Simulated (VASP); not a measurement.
# Y3AlN4 (I4/mmm) in VASP: notebook

Y3AlN4 is run at these levels: PBE; tasks: single point.

All numbers are computed with VASP 6.6.1; they aren't measurements. Logs are shortened: lines on timing, memory, paths and dates and some standing lists are left out, and cuts for length are marked.

## Step 1: The cell of the first run

It takes space group I4/mmm (No. 139, tetragonal). The conventional cell has a = 5.040 Å, b = 5.040 Å, c = 10.080 Å, α = 90.00°, β = 90.00°, γ = 90.00°. Within 3.3 Å of Y (site symmetry -4m2) lie 6 N at 2.52 Å. Y (site symmetry 4/mmm) has 6 N at 2.52 Å within 3.3 Å. Within 3.3 Å of Al (site symmetry 4/mmm) lie 6 N at 2.52 Å. Within 3.3 Å of N (site symmetry mmm) lie 4 Y at 2.52 Å and 2 Al at 2.52 Å. Within 3.3 Å of N (site symmetry 4mm) lie 5 Y at 2.52 Å and 1 Al at 2.52 Å.

## Step 2: Single point, PBE

The input, INCAR:

```
PREC = Accurate
ENCUT = 520
EDIFF = 1E-7
ISMEAR = 0
SIGMA = 0.1
LREAL = F
LASPH = T
NELM = 100
ALGO = Normal
ISIF = 2
LWAVE = F
LCHARG = T
GGA = PE
LELF = T
LVHAR = T
NBANDS = 38
```

The input, KPOINTS:

```
Automatic mesh
0
Gamma
  6 6 6
```

The input, POSCAR:

```
Y3AlN4
1.0
   -2.5199089000      2.5199089000      5.0398178000
    2.5199089000     -2.5199089000      5.0398178000
    2.5199089000      2.5199089000     -5.0398178000
Y Al N
3 1 4
Direct
    0.7500000000      0.2500000000      0.5000000000
    0.2500000000      0.7500000000      0.5000000000
    0.5000000000      0.5000000000      0.0000000000
    0.0000000000      0.0000000000      0.0000000000
    0.5000000000      0.0000000000      0.5000000000
    0.0000000000      0.5000000000      0.5000000000
    0.2500000000      0.2500000000      0.0000000000
    0.7500000000      0.7500000000      0.0000000000
```

Potentials or basis: VASP PAW PBE potentials, release 64 (Y_sv, Al, N).

Run with:

```bash
$ cat potpaw_PBE.64/Y_sv/POTCAR potpaw_PBE.64/Al/POTCAR potpaw_PBE.64/N/POTCAR > POTCAR
$ mpirun -np 1 vasp_std > vasp.out
```

OUTCAR:

```text
PREC = Accurate
   ENCUT = 520
   EDIFF = 1E-7
   ISMEAR = 0
   LREAL = F
   LASPH = T
   NELM = 100
   ISIF = 2
   GGA = PE

 ion  position               nearest neighbor table
   1  0.750  0.250  0.500-   5 2.52   6 2.52   7 2.52   8 2.52   8 2.52   7 2.52   4 3.56   2 3.56
                             3 3.56   3 3.56   4 3.56   2 3.56   3 3.56   4 3.56   2 3.56   4 3.56
   2  0.250  0.750  0.500-   5 2.52   6 2.52   7 2.52   8 2.52   7 2.52   8 2.52   3 3.56   1 3.56
                             3 3.56   3 3.56   4 3.56   1 3.56   4 3.56   4 3.56   1 3.56   3 3.56
   3  0.500  0.500  0.000-   5 2.52   6 2.52   7 2.52   8 2.52   5 2.52   6 2.52   1 3.56   4 3.56
                             1 3.56   1 3.56   2 3.56   4 3.56   2 3.56   2 3.56   4 3.56   1 3.56
   4  0.000  0.000  0.000-   5 2.52   6 2.52   7 2.52   8 2.52   6 2.52   5 2.52   2 3.56   3 3.56
                             1 3.56   1 3.56   2 3.56   3 3.56   1 3.56   2 3.56   3 3.56   2 3.56
   5  0.500  0.000  0.500-   1 2.52   2 2.52   3 2.52   4 2.52   3 2.52   4 2.52
   6  0.000  0.500  0.500-   1 2.52   2 2.52   3 2.52   4 2.52   4 2.52   3 2.52
   7  0.250  0.250  0.000-   1 2.52   2 2.52   3 2.52   4 2.52   2 2.52   1 2.52
   8  0.750  0.750  0.000-   1 2.52   2 2.52   3 2.52   4 2.52   1 2.52   2 2.52

  LATTYP: Found a body centered tetragonal cell.
 ALAT       =     5.0398178000
 C/A-ratio  =     2.0000000000

  Lattice vectors:

 A1 = (  -2.5199089000,   2.5199089000,   5.0398178000)
 A2 = (   2.5199089000,  -2.5199089000,   5.0398178000)
 A3 = (   2.5199089000,   2.5199089000,  -5.0398178000)

Analysis of symmetry for initial positions (statically):
=====================================================================
 Subroutine PRICEL returns:
 Original cell was already a primitive cell.

 Routine SETGRP: Setting up the symmetry group for a
 body centered tetragonal supercell.

 Subroutine GETGRP returns: Found 16 space group operations
 (whereof 16 operations were pure point group operations)
 out of a pool of 16 trial point group operations.

The static configuration has the point symmetry D_4h.

Analysis of symmetry for dynamics (positions and initial velocities):
=====================================================================
 Subroutine PRICEL returns:
 Original cell was already a primitive cell.

 Routine SETGRP: Setting up the symmetry group for a
 body centered tetragonal supercell.

 Subroutine GETGRP returns: Found 16 space group operations
 (whereof 16 operations were pure point group operations)
 out of a pool of 16 trial point group operations.

The dynamic configuration has the point symmetry D_4h.

 Subroutine INISYM returns: Found 16 space group operations
 (whereof 16 operations are pure point group operations),
 and found     1 'primitive' translations

----------------------------------------------------------------------------------------

                                     Primitive cell

  volume of cell :     128.0102

  direct lattice vectors                    reciprocal lattice vectors
    -2.519908900  2.519908900  5.039817800     0.000000000  0.198419871  0.099209936
     2.519908900 -2.519908900  5.039817800     0.198419871  0.000000000  0.099209936
     2.519908900  2.519908900 -5.039817800     0.198419871  0.198419871  0.000000000

  length of vectors
     6.172491003  6.172491003  6.172491003     0.221840160  0.221840160  0.280608073

  position of ions in fractional coordinates (direct lattice)
     0.750000000  0.250000000  0.500000000
     0.250000000  0.750000000  0.500000000
     0.500000000  0.500000000  0.000000000
     0.000000000  0.000000000  0.000000000
     0.500000000  0.000000000  0.500000000
     0.000000000  0.500000000  0.500000000
     0.250000000  0.250000000  0.000000000
     0.750000000  0.750000000  0.000000000

  ion indices of the primitive-cell ions
   primitive index   ion index
                 1           1
                 2           2
                 3           3
                 4           4
                 5           5
                 6           6
                 7           7
                 8           8

----------------------------------------------------------------------------------------

 KPOINTS: Automatic mesh

Automatic generation of k-mesh.
 Grid dimensions read from file:
 generate k-points for:    6    6    6

 Generating k-lattice:

  Cartesian coordinates                     Fractional coordinates (reciprocal lattice)
     0.000000000  0.033069979  0.016534989     0.166666667  0.000000000  0.000000000
     0.033069979  0.000000000  0.016534989     0.000000000  0.166666667  0.000000000
     0.033069979  0.033069979  0.000000000     0.000000000  0.000000000  0.166666667

  Length of vectors
     0.036973360  0.036973360  0.046768012

  Shift w.r.t. Gamma in fractional coordinates (k-lattice)
     0.000000000  0.000000000  0.000000000

 Subroutine IBZKPT returns following result:
 ===========================================

 Found     30 irreducible k-points:

 Following reciprocal coordinates:
            Coordinates               Weight
  0.000000  0.000000  0.000000      1.000000
  0.166667  0.000000  0.000000      8.000000
  0.333333  0.000000  0.000000      8.000000
  0.500000  0.000000  0.000000      4.000000
  0.166667  0.166667  0.000000      8.000000
  0.333333  0.166667  0.000000     16.000000
[... 16 lines left out ...]
 -0.333333 -0.333333  0.166667      8.000000
 -0.166667 -0.333333  0.166667      8.000000
 [... further k-points ...]
   k-points           NKPTS =     30   k-points in BZ     NKDIM =     30   number of bands    NBANDS=     38
   number of dos      NEDOS =    301   number of ions     NIONS =      8
   total plane-waves  NPLWV = 110592
   dimension x,y,z NGX =    48 NGY =   48 NGZ =   48
   dimension x,y,z NGXF=    96 NGYF=   96 NGZF=   96
   ions per type =               3   1   4
   NGX,Y,Z   is equivalent  to a cutoff of  12.93, 12.93, 12.93 a.u.
   NGXF,Y,Z  is equivalent  to a cutoff of  25.86, 25.86, 25.86 a.u.
 SYSTEM =  unknown system
   PREC   = accura    normal or accurate (medium, high low for compatibility)
   ISTART =      0    job   : 0-new  1-cont  2-samecut
   ICHARG =      2    charge: 1-file 2-atom 10-const
   ISPIN  =      1    spin polarized calculation?
   LNONCOLLINEAR =      F non collinear calculations
   LSORBIT =      F    spin-orbit coupling
   LASPH  =      T    aspherical Exc in radial PAW
   ENCUT  =  520.0 eV  38.22 Ry    6.18 a.u.  11.48 11.48 11.48*2*pi/ulx,y,z
   NELM   =    100;   NELMIN=  2; NELMDL= -5     # of ELM steps
   EDIFF  = 0.1E-06   stopping-criterion for ELM
   LREAL  =      F    real-space projection
   EDIFFG = 0.1E-05   stopping-criterion for IOM
   NSW    =      0    number of steps for IOM
   IBRION =     -1    ionic relax: 0-MD 1-quasi-New 2-CG
   NFREE  =      0    steps in history (QN), initial steepest desc. (CG)
   ISIF   =      2    stress and relaxation
   ISYM   =      2    0-nonsym 1-usesym 2-fastsym
   POTIM  = 0.5000    time-step for ionic-motion
   TEBEG  =    0.0;   TEEND  =   0.0 temperature during run
   PSTRESS=    0.0 pullay stress
   NELECT =      56.0000    total number of electrons
   NUPDOWN=      -1.0000    fix difference up-down
   EMIN   =  10.00;   EMAX   =-10.00  energy-range for DOS
   EFERMI =   0.00;   METHOD = LEGACY
   ISMEAR =     0;   SIGMA  =   0.10  broadening in eV -4-tet -1-fermi 0-gaus
   EFERMI_NEDOS =   21; number of points for ismear=-14 and -15
   IALGO  =     38    algorithm
   IMIX   =      4    mixing-type and parameters
     AMIX     =   0.40;   BMIX     =  1.00
     AMIX_MAG =   1.60;   BMIX_MAG =  1.00
  volume/ion in A,a.u.               =      16.00       107.98
  Fermi-wavevector in a.u.,A,eV,Ry     =   1.242766  2.348487 21.013751  1.544467
  Thomas-Fermi vector in A             =   2.377106
   LORBIT       =      0    0 simple, 1 ext, 2 COOP (PROOUT), +10 PAW based schemes
   GGA     = PE    functional components
   LHFCALC =     F    Hartree Fock is set to
   AEXX    =    0.0000 exact exchange contribution
   IVDW    =     0    specifies the selected vdW correction
   LEPSILON=     F    determine dielectric tensor
   LRPA    =     F    only Hartree local field effects (RPA)
 non-spin polarized calculation
 Gauss-broadening in eV      SIGMA  =   0.10
  energy-cutoff  :      520.00
  volume of cell :      128.01
 maximum number of plane-waves:      3475
 NGX is ok and might be reduce to    48
   NGX = 23   NGY = 23   NGZ = 23

 number of electron      56.0000005 magnetization

 Free energy of the ion-electron system (eV)
  ---------------------------------------------------
  ext. energy  EPLUGINS =         0.00000000
  ---------------------------------------------------
  free energy    TOTEN  =       -65.75485616 eV

  energy without entropy =      -65.75483468  energy(sigma->0) =      -65.75484542

 E-fermi :   3.8706     XC(G=0): -10.4911

 val. band max:        3.6673066862   @ k =   0.0000   0.0000   0.0000
 cond. band min:       4.0508284699   @ k =   0.0000   0.0000   0.0000
 fundamental gap:      0.3835217837
 Fermi energy:         3.8705972273

 k-point     1 :       0.0000    0.0000    0.0000
  band No.  band energies     occupation
      1     -37.6621      2.00000
      2     -37.5745      2.00000
      3     -37.5420      2.00000
      4     -17.9063      2.00000
      5     -17.7596      2.00000
      6     -17.7596      2.00000
[... 30 lines left out ...]
     37       8.7629      0.00000
     38       9.0204      0.00000

 k-point     2 :       0.1667    0.0000    0.0000
  band No.  band energies     occupation
      1     -37.6585      2.00000
      2     -37.5745      2.00000
      3     -37.5454      2.00000
      4     -17.9144      2.00000
      5     -17.7676      2.00000
      6     -17.7545      2.00000
[... 30 lines left out ...]
     37       9.0180      0.00000
     38       9.2069      0.00000

 k-point     3 :       0.3333    0.0000    0.0000
  band No.  band energies     occupation
      1     -37.6510      2.00000
      2     -37.5727      2.00000
      3     -37.5543      2.00000
      4     -17.9160      2.00000
      5     -17.8193      2.00000
      6     -17.7452      2.00000
[... 30 lines left out ...]
     37       9.1905      0.00000
     38       9.3155      0.00000

 k-point     4 :       0.5000    0.0000    0.0000
  band No.  band energies     occupation
      1     -37.6470      2.00000
      2     -37.5674      2.00000
      3     -37.5633      2.00000
      4     -17.9135      2.00000
      5     -17.8304      2.00000
      6     -17.7410      2.00000
[... 30 lines left out ...]
     37       8.8878      0.00000
     38       9.1857      0.00000
[... 703 lines left out ...]
      4     -17.8806      2.00000
      5     -17.8375      2.00000
      6     -17.7785      2.00000
[... 30 lines left out ...]
     37       9.2317      0.00000
     38       9.4175      0.00000

 k-point    23 :      -0.3333   -0.3333    0.1667
  band No.  band energies     occupation
      1     -37.6472      2.00000
      2     -37.5826      2.00000
      3     -37.5485      2.00000
      4     -17.8769      2.00000
      5     -17.8546      2.00000
      6     -17.7818      2.00000
[... 30 lines left out ...]
     37       9.7744      0.00000
     38       9.9441      0.00000

 k-point    24 :      -0.1667   -0.3333    0.1667
  band No.  band energies     occupation
      1     -37.6523      2.00000
      2     -37.5807      2.00000
      3     -37.5455      2.00000
      4     -17.8738      2.00000
      5     -17.8184      2.00000
      6     -17.8013      2.00000
[... 30 lines left out ...]
     37       9.2375      0.00000
     38       9.7124      0.00000

 [... further k-points ...]

------------------------ aborting loop because EDIFF is reached ----------------------------------------

  FORCE on cell =-STRESS in cart. coord.  units (eV):
  Direction    XX          YY          ZZ          XY          YZ          ZX
  --------------------------------------------------------------------------------------
  -------------------------------------------------------------------------------------
  Total      -14.6105186    -14.6105186    -15.8963726      0.0000000      0.0000000      0.0000000
  in kB     -182.8654700   -182.8654700   -198.9592379      0.0000000      0.0000000      0.0000000
  external PRESSURE =    -188.2300593 kB  Pullay stress =       0.0000000 kB

 VOLUME and BASIS-vectors are now :
 -----------------------------------------------------------------------------
  energy-cutoff  :      520.00
  volume of cell :      128.01
      direct lattice vectors                 reciprocal lattice vectors
    -2.519908900  2.519908900  5.039817800     0.000000000  0.198419871  0.099209936
     2.519908900 -2.519908900  5.039817800     0.198419871  0.000000000  0.099209936
     2.519908900  2.519908900 -5.039817800     0.198419871  0.198419871  0.000000000

 POSITION                                       TOTAL-FORCE (eV/Angst)
 -----------------------------------------------------------------------------------
      0.00000      2.51991      2.51991         0.000000      0.000000     -0.000000
      2.51991      0.00000      2.51991         0.000000      0.000000     -0.000000
      0.00000      0.00000      5.03982         0.000000      0.000000     -0.000000
      0.00000      0.00000      0.00000         0.000000      0.000000     -0.000000
      0.00000      2.51991      0.00000         0.000000      0.000000     -0.000000
      2.51991      0.00000      0.00000         0.000000      0.000000     -0.000000
      0.00000      0.00000      2.51991        -0.000000     -0.000000     -0.309702
      0.00000      0.00000      7.55973         0.000000      0.000000      0.309702
 -----------------------------------------------------------------------------------
    total drift:                               -0.000000     -0.000000      0.000000

  FREE ENERGIE OF THE ION-ELECTRON SYSTEM (eV)
  ---------------------------------------------------
  free  energy   TOTEN  =       -65.7548561627 eV

  energy  without entropy=      -65.7548346795  energy(sigma->0) =      -65.75484542
```

Wall time 4.2 min (1 thread of Intel Xeon Platinum 8488C (Sapphire Rapids), shared host); peak memory 0.41 GiB.

Results:

| Item | Value |
| --- | --- |
| Free energy | -65.7549 eV |
| Pressure | -18.8 GPa |
| Largest force | 0.310 eV/Å |
| Band gap on the k mesh | 0.38 eV |

Forces on the atoms (eV/Å):
```
Y    0.000  0.000  0.000
Y    0.000  0.000  0.000
Y    0.000  0.000  0.000
Al   0.000  0.000  0.000
N    0.000  0.000  0.000
N    0.000  0.000  0.000
N    0.000  0.000 -0.310
N    0.000  0.000  0.310
```

Levels at points of the mesh, in eV from the valence-band top:
```tsv
k point	band 24	band 25	band 26	band 27	band 28	band 29	band 30	band 31	band 32	band 33
(0.00, 0.00, 0.00)	-0.58	-0.58	-0.01	0.00	0.00	0.38	0.95	3.29	3.29	3.91
(0.50, 0.00, 0.00)	-1.33	-1.32	-1.13	-0.66	-0.64	2.56	2.68	3.59	4.00	4.05
(0.50, 0.50, 0.00)	-1.87	-1.86	-1.44	-1.03	-0.68	3.59	3.63	4.08	4.26	4.64
(0.50, 0.50, 0.50)	-0.46	-0.46	-0.39	-0.39	-0.34	0.72	1.10	1.10	1.47	2.88
```

Caveat: the cell stands under tension; semilocal functionals underestimate gaps, and a narrow one can read as zero. A k mesh can miss the band edges.

(Part 1 of 2 ends here.)
